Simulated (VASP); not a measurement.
Write the native input for VASP 6.6.1 that does the following.

* Task: single point
* Functional: PBE
* Potentials or basis: VASP PAW PBE potentials, release 64 (Be, Cd, S)
* Cutoff: 520 eV
* k mesh: 8 × 8 × 8
* Occupations: gaussian, width 0.1 eV
* Spin: no spin polarisation
* Dipole correction: no
* Further INCAR settings: ALGO = Normal; EDIFF = 1e-07; NBANDS = 27

The structure of Be3Cd2S lies in POSCAR:

```
Be3Cd2S
1.0
    4.5071434388      0.0000000000      0.0000000000
    0.0000000000      4.5071434388      0.0000000000
    0.0000000000      0.0000000000      5.3444722255
Be Cd S
3 2 1
Direct
    0.0000000000      0.5000000000      0.5000000000
    0.5000000000      0.0000000000      0.5000000000
    0.0000000000      0.0000000000      0.5000000000
    0.5000000000      0.5000000000      0.5000000000
    0.0000000000      0.0000000000      0.0000000000
    0.5000000000      0.5000000000      0.0000000000
```

The cell was built from a structure type or drawn by symmetry, and may not be a known phase.

The input as run:

INCAR

```
PREC     = Accurate       # precision mode
ENCUT    = 520            # plane-wave cutoff, eV
EDIFF    = 1E-7           # SCF threshold, eV
ISMEAR   = 0              # smearing method
SIGMA    = 0.1            # smearing width, eV
LREAL    = F              # projectors in reciprocal space
LASPH    = T              # aspherical terms in the spheres
NELM     = 80             # most SCF steps
ALGO     = Normal         # electronic algorithm
ISIF     = 2              # what is computed and relaxed
LWAVE    = F              # write WAVECAR
LCHARG   = F              # write CHGCAR
GGA      = PE             # functional
NBANDS   = 27             # bands
```

KPOINTS

```
Automatic mesh
0
Gamma
  8 8 8
```

Potentials or basis: VASP PAW PBE potentials, release 64 (Be, Cd, S).

The run is started by

```bash
$ cat potpaw_PBE.64/Be/POTCAR potpaw_PBE.64/Cd/POTCAR potpaw_PBE.64/S/POTCAR > POTCAR
$ mpirun -np 1 vasp_std > vasp.out
```

It gave:

```yaml
Pressure: 0.2 GPa
Band_gap_on_the_k_mesh: zero (bands 18 and 19 overlap by 1.10 eV)
```

Run time: 4.2 min on 1 thread of Intel Xeon 8259CL (shared host), peak memory 0.34 GiB.
